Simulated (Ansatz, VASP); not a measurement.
# One calculation of InSe2, two programs

```
In Se
1.0
     3.89489    0.00000    0.00000
     0.00000    3.89489    0.00000
     0.00000    0.00000    9.62623
In Se
2 4
Cartesian
  0.0000 1.9474 6.8006
  1.9474 0.0000 2.8256
  0.0000 1.9474 3.5252
  1.9474 0.0000 6.1010
  0.0000 0.0000 0.0000
  1.9474 1.9474 0.0000
```

Alike in both runs: task single point; functional PBEsol; k mesh 5 × 5 × 2; occupations gaussian, width 0.4 eV; no spin polarisation.

|  | VASP | Ansatz |
| --- | --- | --- |
| version | VASP 6.6.1 | Ansatz 0.2.0 |
| potentials or method | VASP PAW PBE potentials, release 64 (In_d, Se), cutoff 520 eV | scalar-relativistic, plane waves, PAW |
| valence electrons in the cell | 50 | 90 |

|  | VASP | Ansatz | Ansatz less VASP |
| --- | --- | --- | --- |
| gap on the k mesh at the Fermi level (eV) | none | none | - |
| pressure (GPa) | -3.3 | -3.4 | -0.06 |
| traceless stress, the component that is largest in VASP (GPa) | 0.82 | 0.86 | +0.038 |
| rms of the force components (eV/Å) | 0.019 | 0.018 | -0.0002 |

VASP's potentials were made for PBE, not for PBEsol. Atom by atom the forces differ by 0.001 eV/Å (rms over components). A gap of «none» marks a metal or a gap that the smearing closes. With one functional, cell and mesh, what is left measures potentials, basis and numerics. VASP's potentials hold 50 valence electrons a cell and Ansatz's 90, so a difference there can come from the potentials and not from the codes.
